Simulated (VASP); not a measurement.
# ScF (Cmmm) in VASP: single point with PBE

Aim: the single point of ScF with PBE.

All numbers are computed with VASP 6.6.1; they aren't measurements. Logs are shortened: lines on timing, memory, paths and dates and some standing lists are left out, and cuts for length are marked.

### 1 The cell of the first run

It takes space group Cmmm (No. 65, orthorhombic). Conventional cell: a = 4.454 Å, b = 4.478 Å, c = 3.229 Å, α = 90.00°, β = 90.00°, γ = 90.00°. Within 2.9 Å of Sc (site symmetry mmm) lie 4 F at 2.23 to 2.24 Å. Within 2.9 Å of F (site symmetry mmm) lie 4 Sc at 2.23 to 2.24 Å.

The cell was built from a structure type or drawn by symmetry, and may not be a known phase.

### 2 Single point, PBE

Input file INCAR:

```
  PREC = Accurate
  ENCUT = 600
  EDIFF = 1E-6
  ISMEAR = 0
  SIGMA = 0.2
  LREAL = F
  LASPH = T
  NELM = 120
  ALGO = Normal
  ISIF = 2
  LWAVE = F
  LCHARG = F
  GGA = PE
  NBANDS = 16
  GGA_COMPAT = F
```

Input file KPOINTS:

```
regular mesh
0
Gamma
  6 6 5
```

Input file POSCAR:

```
ScF
1.0
    2.2270737867     -2.2391525649      0.0000000000
    2.2270737867      2.2391525649      0.0000000000
    0.0000000000      0.0000000000      3.2291302037
Sc F
1 1
Direct
    0.5000000000      0.5000000000      0.5000000000
    0.0000000000      0.0000000000      0.5000000000
```

Potentials or basis: VASP PAW PBE potentials, release 64 (Sc_sv, F).

Run with:

```bash
$ cat potpaw_PBE.64/Sc_sv/POTCAR potpaw_PBE.64/F/POTCAR > POTCAR
$ mpirun -np 1 vasp_std > vasp.out
```

OUTCAR:

```text
PREC = Accurate
   ENCUT = 600
   EDIFF = 1E-6
   ISMEAR = 0
   LREAL = F
   LASPH = T
   NELM = 120
   ISIF = 2
   GGA = PE

 ion  position               nearest neighbor table
   1  0.500  0.500  0.500-   2 2.23   2 2.23   2 2.24   2 2.24
   2  0.000  0.000  0.500-   1 2.23   1 2.23   1 2.24   1 2.24

  LATTYP: Found a base centered orthorhombic cell.
 ALAT       =     4.4541475734
 B/A-ratio  =     1.0054236093
 C/A-ratio  =     0.7249715351

  Lattice vectors:

 A1 = (   2.2270737867,  -2.2391525649,   0.0000000000)
 A2 = (   2.2270737867,   2.2391525649,   0.0000000000)
 A3 = (   0.0000000000,   0.0000000000,   3.2291302037)

Analysis of symmetry for initial positions (statically):
=====================================================================
 Subroutine PRICEL returns:
 Original cell was already a primitive cell.

 Routine SETGRP: Setting up the symmetry group for a
 base centered orthorhombic supercell.

 Subroutine GETGRP returns: Found  8 space group operations
 (whereof  8 operations were pure point group operations)
 out of a pool of  8 trial point group operations.

The static configuration has the point symmetry D_2h.

Analysis of symmetry for dynamics (positions and initial velocities):
=====================================================================
 Subroutine PRICEL returns:
 Original cell was already a primitive cell.

 Routine SETGRP: Setting up the symmetry group for a
 base centered orthorhombic supercell.

 Subroutine GETGRP returns: Found  8 space group operations
 (whereof  8 operations were pure point group operations)
 out of a pool of  8 trial point group operations.

The dynamic configuration has the point symmetry D_2h.

 Subroutine INISYM returns: Found  8 space group operations
 (whereof  8 operations are pure point group operations),
 and found     1 'primitive' translations

----------------------------------------------------------------------------------------

                                     Primitive cell

  volume of cell :      32.2058

  direct lattice vectors                    reciprocal lattice vectors
     2.227073787 -2.239152565  0.000000000     0.224509849 -0.223298764  0.000000000
     2.227073787  2.239152565  0.000000000     0.224509849  0.223298764  0.000000000
     0.000000000  0.000000000  3.229130204     0.000000000  0.000000000  0.309680916

  length of vectors
     3.158110489  3.158110489  3.229130204     0.316649665  0.316649665  0.309680916

  position of ions in fractional coordinates (direct lattice)
     0.500000000  0.500000000  0.500000000
     0.000000000  0.000000000  0.500000000

  ion indices of the primitive-cell ions
   primitive index   ion index
                 1           1
                 2           2

----------------------------------------------------------------------------------------

 KPOINTS: regular mesh

Automatic generation of k-mesh.
 Grid dimensions read from file:
 generate k-points for:    6    6    5

 Generating k-lattice:

  Cartesian coordinates                     Fractional coordinates (reciprocal lattice)
     0.037418308 -0.037216461  0.000000000     0.166666667  0.000000000  0.000000000
     0.037418308  0.037216461  0.000000000     0.000000000  0.166666667  0.000000000
     0.000000000  0.000000000  0.061936183     0.000000000  0.000000000  0.200000000

  Length of vectors
     0.052774944  0.052774944  0.061936183

  Shift w.r.t. Gamma in fractional coordinates (k-lattice)
     0.000000000  0.000000000  0.000000000

 Subroutine IBZKPT returns following result:
 ===========================================

 Found     39 irreducible k-points:

 Following reciprocal coordinates:
            Coordinates               Weight
  0.000000  0.000000  0.000000      1.000000
  0.166667  0.000000  0.000000      4.000000
  0.333333 -0.000000  0.000000      4.000000
  0.500000  0.000000  0.000000      2.000000
  0.166667  0.166667  0.000000      2.000000
  0.333333  0.166667  0.000000      4.000000
[... 16 lines left out ...]
  0.333333  0.333333  0.200000      4.000000
  0.500000  0.333333  0.200000      8.000000
 [... further k-points ...]
   k-points           NKPTS =     39   k-points in BZ     NKDIM =     39   number of bands    NBANDS=     16
   number of dos      NEDOS =    301   number of ions     NIONS =      2
   total plane-waves  NPLWV =  21952
   dimension x,y,z NGX =    28 NGY =   28 NGZ =   28
   dimension x,y,z NGXF=    56 NGYF=   56 NGZF=   56
   ions per type =               1   1
   NGX,Y,Z   is equivalent  to a cutoff of  14.74, 14.74, 14.42 a.u.
   NGXF,Y,Z  is equivalent  to a cutoff of  29.48, 29.48, 28.83 a.u.
 SYSTEM =  unknown system
   PREC   = accura    normal or accurate (medium, high low for compatibility)
   ISTART =      0    job   : 0-new  1-cont  2-samecut
   ICHARG =      2    charge: 1-file 2-atom 10-const
   ISPIN  =      1    spin polarized calculation?
   LNONCOLLINEAR =      F non collinear calculations
   LSORBIT =      F    spin-orbit coupling
   LASPH  =      T    aspherical Exc in radial PAW
   ENCUT  =  600.0 eV  44.10 Ry    6.64 a.u.   6.31  6.31  6.45*2*pi/ulx,y,z
   NELM   =    120;   NELMIN=  2; NELMDL= -5     # of ELM steps
   EDIFF  = 0.1E-05   stopping-criterion for ELM
   LREAL  =      F    real-space projection
   EDIFFG = 0.1E-04   stopping-criterion for IOM
   NSW    =      0    number of steps for IOM
   IBRION =     -1    ionic relax: 0-MD 1-quasi-New 2-CG
   NFREE  =      0    steps in history (QN), initial steepest desc. (CG)
   ISIF   =      2    stress and relaxation
   ISYM   =      2    0-nonsym 1-usesym 2-fastsym
   POTIM  = 0.5000    time-step for ionic-motion
   TEBEG  =    0.0;   TEEND  =   0.0 temperature during run
   PSTRESS=    0.0 pullay stress
   NELECT =      18.0000    total number of electrons
   NUPDOWN=      -1.0000    fix difference up-down
   EMIN   =  10.00;   EMAX   =-10.00  energy-range for DOS
   EFERMI =   0.00;   METHOD = LEGACY
   ISMEAR =     0;   SIGMA  =   0.20  broadening in eV -4-tet -1-fermi 0-gaus
   EFERMI_NEDOS =   21; number of points for ismear=-14 and -15
   IALGO  =     38    algorithm
   IMIX   =      4    mixing-type and parameters
     AMIX     =   0.40;   BMIX     =  1.00
     AMIX_MAG =   1.60;   BMIX_MAG =  1.00
  volume/ion in A,a.u.               =      16.10       108.67
  Fermi-wavevector in a.u.,A,eV,Ry     =   1.348511  2.548316 24.741936  1.818481
  Thomas-Fermi vector in A             =   2.476174
   LORBIT       =      0    0 simple, 1 ext, 2 COOP (PROOUT), +10 PAW based schemes
   GGA     = PE    functional components
   LHFCALC =     F    Hartree Fock is set to
   AEXX    =    0.0000 exact exchange contribution
   IVDW    =     0    specifies the selected vdW correction
   LEPSILON=     F    determine dielectric tensor
   LRPA    =     F    only Hartree local field effects (RPA)
 non-spin polarized calculation
 Gauss-broadening in eV      SIGMA  =   0.20
  energy-cutoff  :      600.00
  volume of cell :       32.21
 maximum number of plane-waves:      1090
 NGX is ok and might be reduce to    28
   NGX = 13   NGY = 13   NGZ = 13

 number of electron      17.9999994 magnetization

 Free energy of the ion-electron system (eV)
  ---------------------------------------------------
  ext. energy  EPLUGINS =         0.00000000
  ---------------------------------------------------
  free energy    TOTEN  =       -12.15384029 eV

  energy without entropy =      -12.12056453  energy(sigma->0) =      -12.13720241

 E-fermi :   4.9062     XC(G=0):  -9.9817

 val. band max:        4.8445969638   @ k =   0.5000   0.1667   0.4000
 cond. band min:       5.0027462596   @ k =  -0.3333   0.1667   0.4000
 fundamental gap:      0.1581492958
 Fermi energy:         4.9061607816

 k-point     1 :       0.0000    0.0000    0.0000
  band No.  band energies     occupation
      1     -45.3963      2.00000
      2     -24.0047      2.00000
      3     -24.0015      2.00000
      4     -23.7954      2.00000
      5     -22.0735      2.00000
      6      -3.2645      2.00000
[... 8 lines left out ...]
     15      17.2708      0.00000
     16      17.2805      0.00000

 k-point     2 :       0.1667    0.0000    0.0000
  band No.  band energies     occupation
      1     -45.3867      2.00000
      2     -24.2839      2.00000
      3     -23.9889      2.00000
      4     -23.7878      2.00000
      5     -21.7925      2.00000
      6      -3.7255      2.00000
[... 8 lines left out ...]
     15      14.0851      0.00000
     16      17.4254      0.00000

 k-point     3 :       0.3333   -0.0000    0.0000
  band No.  band energies     occupation
      1     -45.3673      2.00000
      2     -24.7123      2.00000
      3     -23.9603      2.00000
      4     -23.7727      2.00000
      5     -21.3601      2.00000
      6      -4.5017      2.00000
[... 8 lines left out ...]
     15      11.4476      0.00000
     16      17.3266      0.00000

 k-point     4 :       0.5000    0.0000    0.0000
  band No.  band energies     occupation
      1     -45.3576      2.00000
      2     -24.8910      2.00000
      3     -23.9459      2.00000
      4     -23.7651      2.00000
      5     -21.1779      2.00000
      6      -4.8421      2.00000
[... 8 lines left out ...]
     15      10.5042      0.00000
     16      16.8412      0.00000
[... 324 lines left out ...]
 k-point    22 :      -0.1667    0.1667    0.2000
  band No.  band energies     occupation
      1     -45.3696      2.00000
      2     -24.3341      2.00000
      3     -24.0711      2.00000
      4     -23.8619      2.00000
      5     -21.6510      2.00000
      6      -4.0136      2.00000
[... 8 lines left out ...]
     15      14.6456      0.00000
     16      14.6810      0.00000

 k-point    23 :       0.3333    0.3333    0.2000
  band No.  band energies     occupation
      1     -45.3335      2.00000
      2     -24.4746      2.00000
      3     -24.2158      2.00000
      4     -23.8297      2.00000
      5     -21.6163      2.00000
      6      -4.2398      2.00000
[... 8 lines left out ...]
     15      12.3729      0.00000
     16      13.3706      0.00000

 k-point    24 :       0.5000    0.3333    0.2000
  band No.  band energies     occupation
      1     -45.3248      2.00000
      2     -24.4668      2.00000
      3     -24.2033      2.00000
      4     -23.8220      2.00000
      5     -21.7441      2.00000
      6      -4.0212      2.00000
[... 8 lines left out ...]
     15      10.6739      0.00000
     16      13.7930      0.00000

 [... further k-points ...]

------------------------ aborting loop because EDIFF is reached ----------------------------------------

  FORCE on cell =-STRESS in cart. coord.  units (eV):
  Direction    XX          YY          ZZ          XY          YZ          ZX
  --------------------------------------------------------------------------------------
  -------------------------------------------------------------------------------------
  Total        0.1997158      0.0832391     -0.0710992     -0.0000000      0.0000000      0.0000000
  in kB        9.9354859      4.1409888     -3.5370506     -0.0000000      0.0000000      0.0000000
  external PRESSURE =       3.5131414 kB  Pullay stress =       0.0000000 kB

 VOLUME and BASIS-vectors are now :
 -----------------------------------------------------------------------------
  energy-cutoff  :      600.00
  volume of cell :       32.21
      direct lattice vectors                 reciprocal lattice vectors
     2.227073787 -2.239152565  0.000000000     0.224509849 -0.223298764  0.000000000
     2.227073787  2.239152565  0.000000000     0.224509849  0.223298764  0.000000000
     0.000000000  0.000000000  3.229130204     0.000000000  0.000000000  0.309680916

 POSITION                                       TOTAL-FORCE (eV/Angst)
 -----------------------------------------------------------------------------------
      2.22707      0.00000      1.61457         0.000000      0.000000      0.000000
      0.00000      0.00000      1.61457        -0.000000     -0.000000      0.000000
 -----------------------------------------------------------------------------------
    total drift:                                0.000000      0.000000      0.000000

  FREE ENERGIE OF THE ION-ELECTRON SYSTEM (eV)
  ---------------------------------------------------
  free  energy   TOTEN  =       -12.1538402877 eV

  energy  without entropy=      -12.1205645302  energy(sigma->0) =      -12.13720241
```

It took 21 s on 1 thread of Intel Xeon Platinum 8488C (Sapphire Rapids), shared host; peak memory 0.17 GiB.

Results:

```yaml
Free_energy: -12.1538 eV
Pressure: 0.4 GPa
Band_gap_on_the_k_mesh: zero (bands 9 and 10 overlap by 1.66 eV)
```

Stress tensor (GPa, compression positive):
```
 0.99  0.00  0.00
 0.00  0.41  0.00
 0.00  0.00 -0.35
```

Levels at points of the mesh, in eV from the Fermi level:
```
           k point  band 7  band 8  band 9  band 10  band 11  band 12
(0.00, 0.00, 0.00)   -8.17   -7.55   -3.12    -1.26     1.03     2.19
(0.50, 0.00, 0.00)   -8.96   -7.62   -1.20     1.43     1.98     2.02
(0.50, 0.50, 0.00)   -8.72   -7.38   -0.18     1.49     1.50     1.87
```

Caveat: the k points lie up to 0.39 Å⁻¹ apart, too coarse for converged energies and pressures of a metal.
